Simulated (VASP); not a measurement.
Crystal: Se.

```xyz
3
Lattice="-2.3305 2.7305 3.1422 2.3305 -2.7305 3.1422 2.3305 2.7305 -3.1422" Properties=species:S:1:pos:R:3 pbc="T T T"
Se    0.0000    0.0000    3.1422
Se    2.3305    0.0000    0.0000
Se    0.0000    2.7305    0.0000
```

| Quantity | Value |
| --- | --- |
| Program | VASP 6.6.1 |
| Task | relaxation of cell and atoms |
| Functional | PBE |
| Potentials or basis | VASP PAW PBE potentials, release 64 (Se) |
| Cutoff | 600 eV |
| k mesh | 6 × 6 × 6 |
| Occupations | gaussian, width 0.1 eV |
| Spin | no spin polarisation |

At the start: pressure 3.7 GPa; volume 26.66 Å³/atom.

Problem. Where does the relaxation end?

Solution. Over 8 steps the energy falls by 365.2 meV/atom and the volume is 25.12 Å³/atom (-5.8 %); space group Im-3m (No. 229, to 0.05 Å).

Step by step:
| step | energy change (eV) | largest force (eV/Å) | pressure (GPa) | volume (Å³) |
| --- | --- | --- | --- | --- |
| 1 | 0.0000 | 0.0000 | 3.65 | 79.98 |
| 2 | -0.7425 | 0.0000 | -4.67 | 86.27 |
| 3 | -0.7419 | 0.0000 | -4.53 | 86.08 |
| 4 | -1.0269 | 0.0000 | -1.55 | 77.89 |
| 5 | -1.0463 | 0.0000 | -0.27 | 75.99 |
| 6 | -1.0930 | 0.0000 | 0.41 | 74.70 |
| 7 | -1.0935 | 0.0000 | 0.31 | 74.82 |
| 8 | -1.0955 | 0.0000 | -0.12 | 75.35 |

Final structure:
```
Se
1.0
    -2.66146    2.66044    2.66041
     2.66146   -2.66044    2.66041
     2.66146    2.66044   -2.66041
Se
3
Cartesian
  0.0000 0.0000 2.6604
  0.0000 2.6604 2.6604
  0.0000 2.6604 0.0000
```
